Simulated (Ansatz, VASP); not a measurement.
PtS2: VASP beside Ansatz

The input POSCAR:

```
PtS2
1.0
    3.5526415803      0.0000000000      0.0000000000
   -1.7763207902      3.0766778591      0.0000000000
    0.0000000000      0.0000000000      5.1227110450
Pt S
1 2
Direct
    0.0000000000      0.0000000000      0.0000000000
    0.3333333333      0.6666666667      0.2392599773
    0.6666666667      0.3333333333      0.7607400227
```

The input INCAR.step1:

```
SYSTEM = PtS2
PREC = Accurate ; ENCUT = 520
ISMEAR = -1 ; SIGMA = 0.05
LREAL = .FALSE. ; LASPH = .TRUE.
NELM = 60 ; NBANDS = 18
GGA = PE ; ALGO = Normal
EDIFF = 1E-4 ; LWAVE = .TRUE.
LCHARG = .FALSE.
```

Contents of INCAR.step2:

```
SYSTEM = PtS2
PREC = Accurate ; ENCUT = 520
EDIFF = 1E-6 ; ISMEAR = -1
SIGMA = 0.05 ; LREAL = .FALSE.
LASPH = .TRUE. ; NELM = 60
ALGO = Normal ; ISIF = 2
LWAVE = .FALSE. ; LCHARG = .FALSE.
METAGGA = R2SCAN ; LMIXTAU = .TRUE.
NBANDS = 18 ; ISTART = 1
```

File KPOINTS:

```
Automatic mesh
0
G
  6 6 4
  0 0 0
```

Input for Ansatz:

```yaml
crystal:
  lattice:
    - [3.5526415803, 0.0, 0.0]
    - [-1.7763207902, 3.0766778591, 0.0]
    - [0.0, 0.0, 5.122711045]
  atoms:
    - { symbol: Pt, position: [0.0, 0.0, 0.0] }
    - { symbol: S, position: [0.3333333333, 0.6666666667, 0.2392599773] }
    - { symbol: S, position: [0.6666666667, 0.3333333333, 0.7607400227] }
kpoints:
  mp_grid: { grid: [6, 6, 4] }
hamiltonian:
  xc: r2scan
scf:
  occupations: { method: fermi_dirac, width: 0.05 }
  n_extra_bands: 4
output:
  forces: true
  stress: true
  eigenvalues: true
```

Alike in both runs: task single point; functional r2SCAN; k mesh 6 × 6 × 4; occupations fermi-dirac, width 0.05 eV; no spin polarisation.

|  | VASP | Ansatz |
| --- | --- | --- |
| version | VASP 6.6.1 | Ansatz 0.2.0 |
| potentials or method | VASP PAW PBE potentials, release 64 (Pt, S) | plane waves |
| plane-wave cutoff (eV) | 520 | 500 |
| valence electrons in the cell | 22 | 30 |

Ansatz gave:

```
pressure (GPa)                                                : 1.3
traceless stress, the component that is largest in VASP (GPa) : 0.07
rms of the force components (eV/Å)                            : 0.020
```

**Question.** Which values does VASP return?

**Answer.** Pressure (GPa): 1.2; traceless stress, the component that is largest in VASP (GPa): 0.05; rms of the force components (eV/Å): 0.023.

VASP's potentials were made for PBE, not for r2SCAN. Atom by atom the forces differ by 0.002 eV/Å (rms over components). The functional is the same, so the differences come from potentials, cutoffs and numerics. VASP's potentials hold 22 valence electrons a cell and Ansatz's 30, so a difference there can come from the potentials and not from the codes.

Spin-orbit coupling is off throughout.
